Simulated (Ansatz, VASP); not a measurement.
# Hf3AlN4 in VASP and in Ansatz

```
Hf Al N
1.0
     3.44534   -4.87244    0.00000
     3.44534    4.87244    0.00000
     0.00000    0.00000    3.44534
Hf Al N
3 1 4
Cartesian
  0.0000 0.0000 0.0000
  1.7227 2.4362 1.7227
  1.7227 -2.4362 1.7227
  3.4453 0.0000 0.0000
  3.4453 -2.4362 0.0000
  5.1680 0.0000 1.7227
  1.7227 0.0000 1.7227
  3.4453 2.4362 0.0000
```

Alike in both runs: task relaxation of cell and atoms; functional PBE; k mesh 4 × 4 × 6; occupations gaussian, width 0.1 eV; no spin polarisation.

|  | VASP | Ansatz |
| --- | --- | --- |
| version | VASP 6.6.1 | Ansatz 0.2.0 |
| potentials or method | VASP PAW PBE potentials, release 64 (Hf_pv, Al, N), cutoff 600 eV | scalar-relativistic, plane waves, PAW |
| valence electrons in the cell | 53 | 101 |

```csv
,VASP,Ansatz,Ansatz less VASP
"gap on the k mesh at the Fermi level, each at its own relaxed structure (eV)",none,none,-
relaxed volume (Å³/atom),10.97,11.07,+0.100
relaxed length of the cell vector where the two differ most in proportion (Å),5.458,5.480,+0.0217
```

A gap of «none» marks a metal or a gap that the smearing closes. VASP's potentials hold 53 valence electrons a cell and Ansatz's 101, so a difference there can come from the potentials and not from the codes.

Neither program's run includes spin-orbit coupling. Noted on VASP's run: the volume moved by over 15 % at a fixed basis, so the end points are rough.
